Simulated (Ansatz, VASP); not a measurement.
# One calculation of AlN, two programs

```
Al N
1.0
     3.08874    0.00000    0.00000
    -1.54437    2.67493    0.00000
     0.00000    0.00000    4.94377
Al N
2 2
Cartesian
  -0.0688 1.7145 0.0075
  1.6132 0.9604 2.4794
  0.0614 1.8447 1.8958
  1.4830 0.8303 4.3677
```

Change from the starting cell: mode 4 frozen in at -0.069 Å and mode 5 at -0.069 Å (largest displacements).

Alike in both runs: task single point; functional LDA; k mesh 9 × 9 × 6; occupations gaussian, width 0.05 eV; no spin polarisation.

|  | VASP | Ansatz |
| --- | --- | --- |
| version | VASP 6.6.1 | Ansatz 0.2.0 |
| potentials or method | VASP PAW LDA potentials, release 64 (Al, N), cutoff 520 eV | scalar-relativistic, plane waves, PAW |
| valence electrons in the cell | 16 | 16 |

```csv
,VASP,Ansatz,Ansatz less VASP
gap on the k mesh at the Fermi level (eV),4.31,4.30,-0.005
least direct gap on the mesh (eV),4.31,4.30,-0.005
pressure (GPa),0.3,-0.3,-0.62
"traceless stress, the component that is largest in VASP (GPa)",-0.71,-0.72,-0.015
rms of the force components (eV/Å),0.262,0.262,0.0000
```

LDA's correlation is that of Perdew and Zunger in VASP and of Perdew and Wang (1992) in Ansatz. Atom by atom the forces differ by 0.002 eV/Å (rms over components).
